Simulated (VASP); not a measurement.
Runs of VASP 6.6.1 on Ni. Symmetry: Im-3m, No. 229, cubic system. Conventional cell: a = 2.767 Å, b = 2.767 Å, c = 2.767 Å, α = 90.00°, β = 90.00°, γ = 90.00°. Ni (site symmetry m-3m) has 14 Ni at 2.40 to 2.77 Å within 3.2 Å. 

```csv
k mesh,gap on the mesh (eV),pressure (GPa),moment (μB)
6 × 6 × 6,none,-4.1,0.14
5 × 5 × 5,none,(b),(a)
8 × 8 × 8,none,-2.5,0.55
4 × 4 × 4,none,-5.6,0.07
10 × 10 × 10,none,-3.5,0.39
```

Alike in all rows: task single point; level PBEsol; potentials or basis VASP PAW PBE potentials, release 64 (Ni); spin collinear, ferromagnetic start; cell as given; cutoff (eV) 600; smearing gaussian 0.1 eV.

Task: Fill in the values left out.

Result: (a) 0.88; (b) 0.2.

Caveats: some runs use coarse meshes; the PAW data sets were made with another functional, which shifts forces and pressure a little.

A gap of «none» marks levels without a gap at the run's occupations.
